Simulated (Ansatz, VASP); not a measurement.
Pd in VASP and in Ansatz

```
Pd
1.0
     2.79837    0.00000    0.00000
    -1.39918    2.42346    0.00000
     0.00000    0.00000    4.53336
Pd
2
Direct
  0.23333 0.61667 0.17500
  0.76667 0.38333 0.82500
```

Change from the starting cell: shortest bond scaled by 0.7, crystal datasets.

Alike in both runs: task electric field gradients; functional PBEsol; k mesh 12 × 12 × 7; occupations fermi-dirac, width 0.05 eV; no spin polarisation.

|  | VASP | Ansatz |
| --- | --- | --- |
| version | VASP 6.6.1 | Ansatz 0.2.0 |
| potentials or method | VASP PAW PBE potentials, release 64 (Pd), cutoff 520 eV | all-electron PAW with datasets made for the crystal, scalar-relativistic |

Ansatz gave:

```
pressure (GPa)                                                : 66.4
traceless stress, the component that is largest in VASP (GPa) : 58.56
rms of the force components (eV/Å)                            : 10.446
size of Vzz on the site where it differs most (V/Å²)          : 225.9
```

Problem. What did VASP give for the same quantities?

Solution. Pressure (GPa): 58.5; traceless stress, the component that is largest in VASP (GPa): 49.28; rms of the force components (eV/Å): 9.151; size of Vzz on the site where it differs most (V/Å²): 124.5.

VASP's potentials were made for PBE, not for PBEsol. Atom by atom the forces differ by 1.310 eV/Å (rms over components). The pressures are high and differ by over a tenth, so treat them with care. Ansatz ran all-electron here, and VASP with PAW potentials.
